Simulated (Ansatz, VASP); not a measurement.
**TiO2 in VASP and in Ansatz**

```
Ti O
1.0
    -1.89210    1.89210    4.75730
     1.89210   -1.89210    4.75730
     1.89210    1.89210   -4.75730
Ti O
2 4
Direct
  0.00000 0.00000 0.00000
  0.75000 0.25000 0.50000
  0.20810 0.20810 0.00000
  0.79190 0.79190 0.00000
  0.95810 0.45810 0.50000
  0.54190 0.04190 0.50000
```

Alike in both runs: task single point; functional PBE; k mesh 8 × 8 × 8; no spin polarisation.

```csv
,VASP,Ansatz
version,VASP 6.6.1,Ansatz 0.2.0
potentials or method,"VASP PAW PBE potentials, release 64 (Ti_sv, O)","plane waves, PAW"
plane-wave cutoff (eV),600,420
occupations,"gaussian, width 0.01 eV",fixed
valence electrons in the cell,48,48
```

```csv
,VASP,Ansatz,Ansatz less VASP
pressure (GPa),5.7,5.2,-0.49
"traceless stress, the component that is largest in VASP (GPa)",0.92,0.86,-0.060
```
